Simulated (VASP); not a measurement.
# AlN (P6_3mc) in VASP: a series of runs

The runs below take AlN through single point, with LDA.

Program: VASP 6.6.1. These are calculated values, not measurements. Logs are shortened: lines on timing, memory, paths and dates and some standing lists are left out, and cuts for length are marked.

## (1) The cell of the first run

Symmetry: P6_3mc, No. 186, hexagonal system. Conventional cell: a = 3.014 Å, b = 3.014 Å, c = 5.305 Å, α = 90.00°, β = 90.00°, γ = 120.00°. Within 2.4 Å of Al (site symmetry 3m) lie 4 N at 1.84 to 2.04 Å. Within 2.4 Å of N (site symmetry 3m) lie 4 Al at 1.84 to 2.04 Å.

## (2) Single point, LDA

Contents of INCAR:

```
SYSTEM = AlN
PREC = Accurate ; ENCUT = 520
EDIFF = 1E-7 ; ISMEAR = 0
SIGMA = 0.05 ; LREAL = .FALSE.
LASPH = .TRUE. ; NELM = 60
ALGO = Normal ; ISIF = 2
LWAVE = .FALSE. ; LCHARG = .FALSE.
GGA = CA ; NBANDS = 16
```

Contents of KPOINTS:

```
Automatic mesh
0
G
  9 9 6
  0 0 0
```

Contents of POSCAR:

```
AlN
1.0
    3.0137189557      0.0000000000      0.0000000000
   -1.5068594779      2.6099571755      0.0000000000
    0.0000000000      0.0000000000      5.3045679346
Al N
2 2
Direct
    0.3333333333      0.6666666667      0.0000000000
    0.6666666667      0.3333333333      0.5000000000
    0.3333333333      0.6666666667      0.3850000000
    0.6666666667      0.3333333333      0.8850000000
```

Potentials or basis: VASP PAW LDA potentials, release 64 (Al, N).

On the command line:

```
cat potpaw_LDA.64/Al/POTCAR potpaw_LDA.64/N/POTCAR > POTCAR
mpirun -np 1 vasp_std > vasp.out
```

OUTCAR:

```text
SYSTEM = AlN
   PREC = Accurate
   ENCUT = 520
   EDIFF = 1E-7
   ISMEAR = 0
   LREAL = .FALSE.
   LASPH = .TRUE.
   NELM = 60
   ISIF = 2
   GGA = CA

 ion  position               nearest neighbor table
   1  0.333  0.667  0.000-   4 1.84   4 1.84   4 1.84   3 2.04   2 3.17   2 3.17   2 3.17   2 3.17
                             2 3.17   2 3.17
   2  0.667  0.333  0.500-   3 1.84   3 1.84   3 1.84   4 2.04   1 3.17   1 3.17   1 3.17   1 3.17
                             1 3.17   1 3.17
   3  0.333  0.667  0.385-   2 1.84   2 1.84   2 1.84   1 2.04
   4  0.667  0.333  0.885-   1 1.84   1 1.84   1 1.84   2 2.04

  LATTYP: Found a hexagonal cell.
 ALAT       =     3.0137189557
 C/A-ratio  =     1.7601402163

  Lattice vectors:

 A1 = (   3.0137189557,   0.0000000000,   0.0000000000)
 A2 = (  -1.5068594779,   2.6099571755,   0.0000000000)
 A3 = (   0.0000000000,   0.0000000000,   5.3045679346)

Analysis of symmetry for initial positions (statically):
=====================================================================
 Subroutine PRICEL returns:
 Original cell was already a primitive cell.

 Routine SETGRP: Setting up the symmetry group for a
 hexagonal supercell.

 Subroutine GETGRP returns: Found 12 space group operations
 (whereof  6 operations were pure point group operations)
 out of a pool of 24 trial point group operations.

The static configuration has the point symmetry C_3v.
 The point group associated with its full space group is C_6v.

Analysis of symmetry for dynamics (positions and initial velocities):
=====================================================================
 Subroutine PRICEL returns:
 Original cell was already a primitive cell.

 Routine SETGRP: Setting up the symmetry group for a
 hexagonal supercell.

 Subroutine GETGRP returns: Found 12 space group operations
 (whereof  6 operations were pure point group operations)
 out of a pool of 24 trial point group operations.

The dynamic configuration has the point symmetry C_3v.
 The point group associated with its full space group is C_6v.

 Subroutine INISYM returns: Found 12 space group operations
 (whereof  6 operations are pure point group operations),
 and found     1 'primitive' translations

----------------------------------------------------------------------------------------

                                     Primitive cell

  volume of cell :      41.7240

  direct lattice vectors                    reciprocal lattice vectors
     3.013718956  0.000000000  0.000000000     0.331815944  0.191574025  0.000000000
[... 96 lines left out ...]
   ISIF   =      2    stress and relaxation
   ISYM   =      2    0-nonsym 1-usesym 2-fastsym
   POTIM  = 0.5000    time-step for ionic-motion
   TEBEG  =    0.0;   TEEND  =   0.0 temperature during run
   PSTRESS=    0.0 pullay stress
   NELECT =      16.0000    total number of electrons
   NUPDOWN=      -1.0000    fix difference up-down
   EMIN   =  10.00;   EMAX   =-10.00  energy-range for DOS
   EFERMI =   0.00;   METHOD = LEGACY
   ISMEAR =     0;   SIGMA  =   0.05  broadening in eV -4-tet -1-fermi 0-gaus
   EFERMI_NEDOS =   21; number of points for ismear=-14 and -15
   IALGO  =     38    algorithm
   IMIX   =      4    mixing-type and parameters
     AMIX     =   0.40;   BMIX     =  1.00
     AMIX_MAG =   1.60;   BMIX_MAG =  1.00
  volume/ion in A,a.u.               =      10.43        70.39
  Fermi-wavevector in a.u.,A,eV,Ry     =   1.189377  2.247596 19.247033  1.414617
  Thomas-Fermi vector in A             =   2.325485
   LORBIT       =      0    0 simple, 1 ext, 2 COOP (PROOUT), +10 PAW based schemes
   GGA     = CA    functional components
   LHFCALC =     F    Hartree Fock is set to
   AEXX    =    0.0000 exact exchange contribution
   IVDW    =     0    specifies the selected vdW correction
   LEPSILON=     F    determine dielectric tensor
   LRPA    =     F    only Hartree local field effects (RPA)
 non-spin polarized calculation
 Gauss-broadening in eV      SIGMA  =   0.05
  energy-cutoff  :      520.00
  volume of cell :       41.72
 maximum number of plane-waves:      1148
 NGX is ok and might be reduce to    24

 number of electron      15.9999998 magnetization

 Free energy of the ion-electron system (eV)
  ---------------------------------------------------
  ext. energy  EPLUGINS =         0.00000000
  ---------------------------------------------------
  free energy    TOTEN  =       -32.51045495 eV

  energy without entropy =      -32.51045495  energy(sigma->0) =      -32.51045495

 E-fermi :   6.0304     XC(G=0): -11.2445

 val. band max:        5.7796626707   @ k =   0.0000   0.0000   0.0000
 cond. band min:       9.8202976656   @ k =   0.0000   0.0000   0.0000
 fundamental gap:      4.0406349949
 Fermi energy:         6.0303755055

 k-point     1 :       0.0000    0.0000    0.0000
  band No.  band energies     occupation
      1      -9.1583      2.00000
      2      -7.3543      2.00000
      3      -0.3617      2.00000
      4       5.3583      2.00000
      5       5.3583      2.00000
      6       5.5591      2.00000
[... 433 lines left out ...]
      3       1.2045      2.00000
      4       1.7500      2.00000
      5       1.7500      2.00000
      6       2.8090      2.00000
[... 8 lines left out ...]
     15      19.0167      0.00000
     16      21.2051      0.00000

 [... further k-points ...]

------------------------ aborting loop because EDIFF is reached ----------------------------------------

  FORCE on cell =-STRESS in cart. coord.  units (eV):
  Direction    XX          YY          ZZ          XY          YZ          ZX
  --------------------------------------------------------------------------------------
  -------------------------------------------------------------------------------------
  Total        3.1545948      3.1545948     -6.3553202     -0.0000000      0.0000000      0.0000000
  in kB      121.1345471    121.1345471   -244.0404812     -0.0000000      0.0000000      0.0000000
  external PRESSURE =      -0.5904623 kB  Pullay stress =       0.0000000 kB

 VOLUME and BASIS-vectors are now :
 -----------------------------------------------------------------------------
  energy-cutoff  :      520.00
  volume of cell :       41.72
      direct lattice vectors                 reciprocal lattice vectors
     3.013718956  0.000000000  0.000000000     0.331815944  0.191574025  0.000000000
    -1.506859478  2.609957175  0.000000000     0.000000000  0.383148049  0.000000000
     0.000000000  0.000000000  5.304567935     0.000000000  0.000000000  0.188516767

 POSITION                                       TOTAL-FORCE (eV/Angst)
 -----------------------------------------------------------------------------------
     -0.00000      1.73997      0.00000        -0.000000      0.000000      0.831479
      1.50686      0.86999      2.65228         0.000000      0.000000      0.831479
     -0.00000      1.73997      2.04226        -0.000000      0.000000     -0.831479
      1.50686      0.86999      4.69454         0.000000     -0.000000     -0.831479
 -----------------------------------------------------------------------------------
    total drift:                               -0.000000     -0.000000     -0.000027

  FREE ENERGIE OF THE ION-ELECTRON SYSTEM (eV)
  ---------------------------------------------------
  free  energy   TOTEN  =       -32.5104549531 eV

  energy  without entropy=      -32.5104549531  energy(sigma->0) =      -32.51045495
```

OSZICAR:

```text
N       E                     dE             d eps       ncg     rms          rms(c)
DAV:   1     0.360803693993E+02    0.36080E+02   -0.72483E+03  1536   0.890E+02
DAV:   2    -0.346805026139E+02   -0.70761E+02   -0.65353E+02  2144   0.178E+02
DAV:   3    -0.377409414775E+02   -0.30604E+01   -0.30532E+01  1856   0.375E+01
DAV:   4    -0.377566366992E+02   -0.15695E-01   -0.15694E-01  1960   0.321E+00
DAV:   5    -0.377567959081E+02   -0.15921E-03   -0.15921E-03  1904   0.317E-01    0.125E+01
DAV:   6    -0.326391374632E+02    0.51177E+01   -0.12156E+01  1648   0.243E+01    0.445E+00
DAV:   7    -0.325763818730E+02    0.62756E-01   -0.50409E-01  1832   0.467E+00    0.284E+00
DAV:   8    -0.325133134374E+02    0.63068E-01   -0.73400E-02  1912   0.222E+00    0.341E-01
DAV:   9    -0.325103865232E+02    0.29269E-02   -0.51841E-03  1928   0.516E-01    0.216E-01
DAV:  10    -0.325105107697E+02   -0.12425E-03   -0.63400E-04  1664   0.177E-01    0.847E-02
DAV:  11    -0.325104545291E+02    0.56241E-04   -0.15347E-04  1840   0.939E-02    0.146E-02
DAV:  12    -0.325104548747E+02   -0.34560E-06   -0.58170E-06  1912   0.162E-02    0.783E-03
DAV:  13    -0.325104549531E+02   -0.78370E-07   -0.17757E-07  1792   0.303E-03
   1 F= -.32510455E+02 E0= -.32510455E+02  d E =-.140313E-14
```

stdout:

```text
POSCAR found type information on POSCAR AlN
 POSCAR found :  2 types and       4 ions
 scaLAPACK will be used
 LDA part: xc-table for (Slater(with rela. corr.)+CA(PZ))
 , standard interpolation
 POSCAR, INCAR and KPOINTS ok, starting setup
 FFT: planning ... GRIDC
 FFT: planning ... GRID_SOFT
 FFT: planning ... GRID
 WAVECAR not read
 entering main loop
```

Wall time 12 s (1 thread of Intel Xeon 6975P-C, shared host); peak memory 0.15 GiB.

Results:

* Free energy: -32.5105 eV
* Pressure: -0.1 GPa
* Largest force: 0.831 eV/Å
* Band gap on the k mesh: 4.04 eV, direct

Forces in eV/Å, atoms in the order of the input:
```
Al   0.000  0.000  0.831
Al   0.000  0.000  0.831
N    0.000  0.000 -0.831
N    0.000  0.000 -0.831
```

## (3) Single point, LDA

This run uses another cell than the first one, of the same volume but with other edges.

Contents of INCAR:

```
  PREC = Accurate
  ENCUT = 520
  EDIFF = 1E-6
  ISMEAR = 0
  SIGMA = 0.05
  LREAL = F
  LASPH = T
  NELM = 60
  ALGO = Normal
  ISIF = 2
  LWAVE = F
  LCHARG = T
  LELF = T
  LVHAR = T
  NBANDS = 16
```

Contents of KPOINTS:

```
regular mesh
0
Gamma
  9 9 6
```

Contents of POSCAR:

```
AlN
1.0
    3.1536239158      0.0000000000      0.0000000000
   -1.5768119579      2.7311184250      0.0000000000
    0.0000000000      0.0000000000      4.8443522454
Al N
2 2
Direct
    0.3333333333      0.6666666667      0.0000000000
    0.6666666667      0.3333333333      0.5000000000
    0.3333333333      0.6666666667      0.3850000000
    0.6666666667      0.3333333333      0.8850000000
```

Potentials or basis: VASP PAW LDA potentials, release 64 (Al, N).

On the command line:

```
cat potpaw_LDA.64/Al/POTCAR potpaw_LDA.64/N/POTCAR > POTCAR
mpirun -np 1 vasp_std > vasp.out
```

Run time: 19 s. Hardware: 1 thread of Intel Xeon 6975P-C, shared host; peak memory 0.15 GiB.

It converged, with:

```yaml
Free_energy: -32.7848 eV
Pressure: -4.0 GPa
Largest_force: 0.332 eV/Å
Band_gap_on_the_k_mesh: 4.07 eV, direct
```

Forces in eV/Å, atoms in the order of the input:
```
Al   0.000  0.000 -0.332
Al   0.000  0.000 -0.332
N    0.000  0.000  0.332
N    0.000  0.000  0.332
```

Stress tensor (GPa, compression positive):
```
-8.81  0.00  0.00
 0.00 -8.81  0.00
 0.00  0.00  5.56
```

Levels at points of the mesh, in eV from the valence-band top:
```tsv
k point	band 6	band 7	band 8	band 9	band 10	band 11
(0.00, 0.00, 0.00)	-0.45	-0.45	0.00	4.07	6.00	10.40
(0.00, 0.00, 0.50)	-0.85	-0.85	-0.85	6.10	6.10	10.16
```

(Part 1 of 2 ends here.)
